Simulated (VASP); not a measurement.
# Y (P6_3/mmc) in VASP: notebook

Y is run at these levels: PBEsol; tasks: single point.

Program: VASP 6.6.1. These are calculated values, not measurements. Logs are shortened: lines on timing, memory, paths and dates and some standing lists are left out, and cuts for length are marked.

## 1. The cell of the first run

It takes space group P6_3/mmc (No. 194, hexagonal). The conventional cell has a = 3.361 Å, b = 3.361 Å, c = 5.319 Å, α = 90.00°, β = 90.00°, γ = 120.00°. Within 4.3 Å of Y (site symmetry -6m2) lie 12 Y at 3.29 to 3.36 Å.

## 2. Single point, PBEsol

File INCAR:

```
ALGO = Normal
EDIFF = 1E-6
ENCUT = 520
GGA = PS
ISIF = 2
ISMEAR = -1
LASPH = T
LCHARG = F
LREAL = F
LWAVE = F
NBANDS = 18
NELM = 100
PREC = Accurate
SIGMA = 0.05
```

File KPOINTS:

```
k-points
0
Gamma
  8 8 5
```

File POSCAR:

```
Y
1.0
    3.3613536610      0.0000000000      0.0000000000
   -1.6806768305      2.9110176615      0.0000000000
    0.0000000000      0.0000000000      5.3192572322
Y
2
Direct
    0.6666666667      0.3333333333      0.7500000000
    0.3333333333      0.6666666667      0.2500000000
```

Potentials or basis: VASP PAW PBE potentials, release 64 (Y_sv).

Started as:

```bash
> cat potpaw_PBE.64/Y_sv/POTCAR > POTCAR
> mpirun -np 1 vasp_std > vasp.out
```

OUTCAR:

```text
EDIFF = 1E-6
   ENCUT = 520
   GGA = PS
   ISIF = 2
   ISMEAR = -1
   LASPH = T
   LREAL = F
   NELM = 100
   PREC = Accurate

 ion  position               nearest neighbor table
   1  0.667  0.333  0.750-   2 3.29   2 3.29   2 3.29   2 3.29   2 3.29   2 3.29
   2  0.333  0.667  0.250-   1 3.29   1 3.29   1 3.29   1 3.29   1 3.29   1 3.29

  LATTYP: Found a hexagonal cell.
 ALAT       =     3.3613536610
 C/A-ratio  =     1.5824747315

  Lattice vectors:

 A1 = (   3.3613536610,   0.0000000000,   0.0000000000)
 A2 = (  -1.6806768305,   2.9110176615,   0.0000000000)
 A3 = (   0.0000000000,   0.0000000000,   5.3192572322)

Analysis of symmetry for initial positions (statically):
=====================================================================
 Subroutine PRICEL returns:
 Original cell was already a primitive cell.

 Routine SETGRP: Setting up the symmetry group for a
 hexagonal supercell.

 Subroutine GETGRP returns: Found 24 space group operations
 (whereof 12 operations were pure point group operations)
 out of a pool of 24 trial point group operations.

The static configuration has the point symmetry D_3d.
 The point group associated with its full space group is D_6h.

Analysis of symmetry for dynamics (positions and initial velocities):
=====================================================================
 Subroutine PRICEL returns:
 Original cell was already a primitive cell.

 Routine SETGRP: Setting up the symmetry group for a
 hexagonal supercell.

 Subroutine GETGRP returns: Found 24 space group operations
 (whereof 12 operations were pure point group operations)
 out of a pool of 24 trial point group operations.

The dynamic configuration has the point symmetry D_3d.
 The point group associated with its full space group is D_6h.

 Subroutine INISYM returns: Found 24 space group operations
 (whereof 12 operations are pure point group operations),
 and found     1 'primitive' translations

----------------------------------------------------------------------------------------

                                     Primitive cell

  volume of cell :      52.0487

  direct lattice vectors                    reciprocal lattice vectors
     3.361353661  0.000000000  0.000000000     0.297499193  0.171761239  0.000000000
    -1.680676830  2.911017661  0.000000000     0.000000000  0.343522478  0.000000000
     0.000000000  0.000000000  5.319257232     0.000000000  0.000000000  0.187996172

  length of vectors
     3.361353661  3.361353661  5.319257232     0.343522478  0.343522478  0.187996172

  position of ions in fractional coordinates (direct lattice)
     0.666666667  0.333333333  0.750000000
     0.333333333  0.666666667  0.250000000

  ion indices of the primitive-cell ions
   primitive index   ion index
                 1           1
                 2           2

----------------------------------------------------------------------------------------

 KPOINTS: k-points

Automatic generation of k-mesh.
 Grid dimensions read from file:
 generate k-points for:    8    8    5

 Generating k-lattice:

  Cartesian coordinates                     Fractional coordinates (reciprocal lattice)
     0.037187399  0.021470155  0.000000000     0.125000000  0.000000000  0.000000000
     0.000000000  0.042940310  0.000000000     0.000000000  0.125000000  0.000000000
     0.000000000  0.000000000  0.037599234     0.000000000  0.000000000  0.200000000

  Length of vectors
     0.042940310  0.042940310  0.037599234

  Shift w.r.t. Gamma in fractional coordinates (k-lattice)
     0.000000000  0.000000000  0.000000000

 Subroutine IBZKPT returns following result:
 ===========================================

 Found     30 irreducible k-points:

 Following reciprocal coordinates:
            Coordinates               Weight
  0.000000  0.000000  0.000000      1.000000
  0.125000  0.000000  0.000000      6.000000
  0.250000  0.000000  0.000000      6.000000
  0.375000  0.000000  0.000000      6.000000
  0.500000  0.000000  0.000000      3.000000
  0.125000  0.125000  0.000000      6.000000
[... 16 lines left out ...]
  0.250000  0.000000  0.400000     12.000000
  0.375000  0.000000  0.400000     12.000000
 [... further k-points ...]
   k-points           NKPTS =     30   k-points in BZ     NKDIM =     30   number of bands    NBANDS=     18
   number of dos      NEDOS =    301   number of ions     NIONS =      2
   total plane-waves  NPLWV =  31360
   dimension x,y,z NGX =    28 NGY =   28 NGZ =   40
   dimension x,y,z NGXF=    56 NGYF=   56 NGZF=   80
   ions per type =               2
   NGX,Y,Z   is equivalent  to a cutoff of  13.85, 13.85, 12.50 a.u.
   NGXF,Y,Z  is equivalent  to a cutoff of  27.70, 27.70, 25.00 a.u.
 SYSTEM =  unknown system
   PREC   = accura    normal or accurate (medium, high low for compatibility)
   ISTART =      0    job   : 0-new  1-cont  2-samecut
   ICHARG =      2    charge: 1-file 2-atom 10-const
   ISPIN  =      1    spin polarized calculation?
   LNONCOLLINEAR =      F non collinear calculations
   LSORBIT =      F    spin-orbit coupling
   LASPH  =      T    aspherical Exc in radial PAW
   ENCUT  =  520.0 eV  38.22 Ry    6.18 a.u.   6.25  6.25  9.89*2*pi/ulx,y,z
   NELM   =    100;   NELMIN=  2; NELMDL= -5     # of ELM steps
   EDIFF  = 0.1E-05   stopping-criterion for ELM
   LREAL  =      F    real-space projection
   EDIFFG = 0.1E-04   stopping-criterion for IOM
   NSW    =      0    number of steps for IOM
   IBRION =     -1    ionic relax: 0-MD 1-quasi-New 2-CG
   NFREE  =      0    steps in history (QN), initial steepest desc. (CG)
   ISIF   =      2    stress and relaxation
   ISYM   =      2    0-nonsym 1-usesym 2-fastsym
   POTIM  = 0.5000    time-step for ionic-motion
   TEBEG  =    0.0;   TEEND  =   0.0 temperature during run
   PSTRESS=    0.0 pullay stress
   NELECT =      22.0000    total number of electrons
   NUPDOWN=      -1.0000    fix difference up-down
   EMIN   =  10.00;   EMAX   =-10.00  energy-range for DOS
   EFERMI =   0.00;   METHOD = LEGACY
   ISMEAR =    -1;   SIGMA  =   0.05  broadening in eV -4-tet -1-fermi 0-gaus
   EFERMI_NEDOS =   21; number of points for ismear=-14 and -15
   IALGO  =     38    algorithm
   IMIX   =      4    mixing-type and parameters
     AMIX     =   0.40;   BMIX     =  1.00
     AMIX_MAG =   1.60;   BMIX_MAG =  1.00
  volume/ion in A,a.u.               =      26.02       175.62
  Fermi-wavevector in a.u.,A,eV,Ry     =   1.228605  2.321727 20.537599  1.509471
  Thomas-Fermi vector in A             =   2.363524
   LORBIT       =      0    0 simple, 1 ext, 2 COOP (PROOUT), +10 PAW based schemes
   GGA     = PS    functional components
   LHFCALC =     F    Hartree Fock is set to
   AEXX    =    0.0000 exact exchange contribution
   IVDW    =     0    specifies the selected vdW correction
   LEPSILON=     F    determine dielectric tensor
   LRPA    =     F    only Hartree local field effects (RPA)
 non-spin polarized calculation
  energy-cutoff  :      520.00
  volume of cell :       52.05
 maximum number of plane-waves:      1412
 NGX is ok and might be reduce to    28
   NGX = 13   NGY = 13   NGZ = 19

 number of electron      22.0000001 magnetization

 Free energy of the ion-electron system (eV)
  ---------------------------------------------------
  ext. energy  EPLUGINS =         0.00000000
  ---------------------------------------------------
  free energy    TOTEN  =       -13.36563157 eV

  energy without entropy =      -13.33523210  energy(sigma->0) =      -13.35043183

 E-fermi :   4.0749     XC(G=0): -10.4867

 val. band max:        4.0732099075   @ k =   0.2500   0.0000   0.0000
 cond. band min:       4.0797792491   @ k =   0.2500   0.1250   0.0000
 fundamental gap:      0.0065693416
 Fermi energy:         4.0748608624

 k-point     1 :       0.0000    0.0000    0.0000
  band No.  band energies     occupation
      1     -38.0032      2.00000
      2     -37.8133      2.00000
      3     -18.6605      2.00000
      4     -17.6510      2.00000
      5     -17.6510      2.00000
      6     -17.4793      2.00000
[... 10 lines left out ...]
     17       7.4455      0.00000
     18       7.4455      0.00000

 k-point     2 :       0.1250    0.0000    0.0000
  band No.  band energies     occupation
      1     -37.9825      2.00000
      2     -37.8053      2.00000
      3     -18.6035      2.00000
      4     -17.7762      2.00000
      5     -17.6915      2.00000
      6     -17.6090      2.00000
[... 10 lines left out ...]
     17       7.0539      0.00000
     18       7.2038      0.00000

 k-point     3 :       0.2500    0.0000    0.0000
  band No.  band energies     occupation
      1     -37.9299      2.00000
      2     -37.7882      2.00000
      3     -18.4491      2.00000
      4     -18.0768      2.00000
      5     -17.9002      2.00000
      6     -17.7826      2.00000
[... 10 lines left out ...]
     17       7.8756      0.00000
     18       8.2922      0.00000

 k-point     4 :       0.3750    0.0000    0.0000
  band No.  band energies     occupation
      1     -37.8703      2.00000
      2     -37.7774      2.00000
      3     -18.3718      2.00000
      4     -18.2499      2.00000
      5     -18.1674      2.00000
      6     -17.8677      2.00000
[... 375 lines left out ...]
      4     -17.9445      2.00000
      5     -17.6818      2.00000
      6     -17.6243      2.00000
[... 10 lines left out ...]
     17       8.8149      0.00000
     18       8.9185      0.00000

 k-point    23 :       0.2500    0.0000    0.4000
  band No.  band energies     occupation
      1     -37.8814      2.00000
      2     -37.8376      2.00000
      3     -18.3277      2.00000
      4     -18.1671      2.00000
      5     -17.8183      2.00000
      6     -17.6990      2.00000
[... 10 lines left out ...]
     17       8.8742      0.00000
     18       9.0351      0.00000

 k-point    24 :       0.3750    0.0000    0.4000
  band No.  band energies     occupation
      1     -37.8383      2.00000
      2     -37.8096      2.00000
      3     -18.5005      2.00000
      4     -18.4151      2.00000
      5     -17.8291      2.00000
      6     -17.7711      2.00000
[... 10 lines left out ...]
     17       9.6228      0.00000
     18       9.8416      0.00000

 [... further k-points ...]

------------------------ aborting loop because EDIFF is reached ----------------------------------------

  FORCE on cell =-STRESS in cart. coord.  units (eV):
  Direction    XX          YY          ZZ          XY          YZ          ZX
  --------------------------------------------------------------------------------------
  -------------------------------------------------------------------------------------
  Total        3.1594513      3.1594513      3.1832332     -0.0000000      0.0000000      0.0000000
  in kB       97.2550595     97.2550595     97.9871197     -0.0000000      0.0000000      0.0000000
  external PRESSURE =      97.4990796 kB  Pullay stress =       0.0000000 kB

 VOLUME and BASIS-vectors are now :
 -----------------------------------------------------------------------------
  energy-cutoff  :      520.00
  volume of cell :       52.05
      direct lattice vectors                 reciprocal lattice vectors
     3.361353661  0.000000000  0.000000000     0.297499193  0.171761239  0.000000000
    -1.680676830  2.911017661  0.000000000     0.000000000  0.343522478  0.000000000
     0.000000000  0.000000000  5.319257232     0.000000000  0.000000000  0.187996172

 POSITION                                       TOTAL-FORCE (eV/Angst)
 -----------------------------------------------------------------------------------
      1.68068      0.97034      3.98944        -0.000000      0.000000      0.000000
     -0.00000      1.94068      1.32981         0.000000     -0.000000      0.000000
 -----------------------------------------------------------------------------------
    total drift:                               -0.000000      0.000000     -0.000000

  FREE ENERGIE OF THE ION-ELECTRON SYSTEM (eV)
  ---------------------------------------------------
  free  energy   TOTEN  =       -13.3656315665 eV

  energy  without entropy=      -13.3352320985  energy(sigma->0) =      -13.35043183
```

Run time: 18 s. Hardware: 1 thread of Intel Xeon Platinum 8488C (Sapphire Rapids), shared host; peak memory 0.2 GiB.

What came out:

```
Free energy            : -13.3656 eV
Pressure               : 9.7 GPa
Band gap on the k mesh : zero (band 11 reaches 5.86 eV, above the bottom of band 12 at 3.72 eV)
```

Levels at points of the mesh, in eV from the Fermi level:
```tsv
k point	band 7	band 8	band 9	band 10	band 11	band 12	band 13	band 14	band 15	band 16
(0.00, 0.00, 0.00)	-21.55	-21.50	-4.97	-2.24	1.78	1.95	1.95	2.26	2.74	2.74
(0.50, 0.00, 0.00)	-21.81	-21.68	-1.73	-1.70	-1.23	0.50	1.63	1.81	2.56	6.40
```

Caveat: the PAW data sets were made with another functional, which shifts forces and pressure a little.

## 3. Single point, PBEsol

This run uses another cell than the first one, of 28.18 Å³/atom, 1.083 times its volume.

File INCAR:

```
  PREC = Accurate
  ENCUT = 520
  EDIFF = 1E-6
  ISMEAR = -1
  SIGMA = 0.05
  LREAL = False
  LASPH = True
  NELM = 80
  ALGO = Normal
  ISIF = 2
  LWAVE = False
  LCHARG = False
  GGA = PS
  NBANDS = 18
```

File KPOINTS:

```
regular mesh
0
Gamma
  8 8 5
```

File POSCAR:

```
Y
1.0
    3.4547482659      0.0000000000      0.0000000000
   -1.7273741329      2.9918997619      0.0000000000
    0.0000000000      0.0000000000      5.4531817301
Y
2
Direct
    0.6666666667      0.3333333333      0.7500000000
    0.3333333333      0.6666666667      0.2500000000
```

Potentials or basis: VASP PAW PBE potentials, release 64 (Y_sv).

Started as:

```bash
> cat potpaw_PBE.64/Y_sv/POTCAR > POTCAR
> mpirun -np 1 vasp_std > vasp.out
```

It took 20 s on 1 thread of Intel Xeon Platinum 8488C (Sapphire Rapids), shared host; peak memory 0.19 GiB.

It converged, with:

| Property | Result |
| --- | --- |
| Free energy | -13.5585 eV |
| Pressure | 4.8 GPa |
| Band gap on the k mesh | zero (band 11 reaches 5.07 eV, above the bottom of band 12 at 3.29 eV) |

Levels at points of the mesh, in eV from the Fermi level:
| k point | band 7 | band 8 | band 9 | band 10 | band 11 | band 12 | band 13 | band 14 | band 15 | band 16 |
| --- | --- | --- | --- | --- | --- | --- | --- | --- | --- | --- |
| (0.00, 0.00, 0.00) | -21.81 | -21.77 | -4.90 | -2.11 | 1.43 | 1.89 | 1.89 | 2.20 | 2.61 | 2.61 |
| (0.50, 0.00, 0.00) | -22.01 | -21.91 | -1.71 | -1.49 | -1.07 | 0.25 | 1.59 | 1.65 | 2.38 | 5.91 |

Caveat: the PAW data sets were made with another functional, which shifts forces and pressure a little.

[end of part 1 of 2]
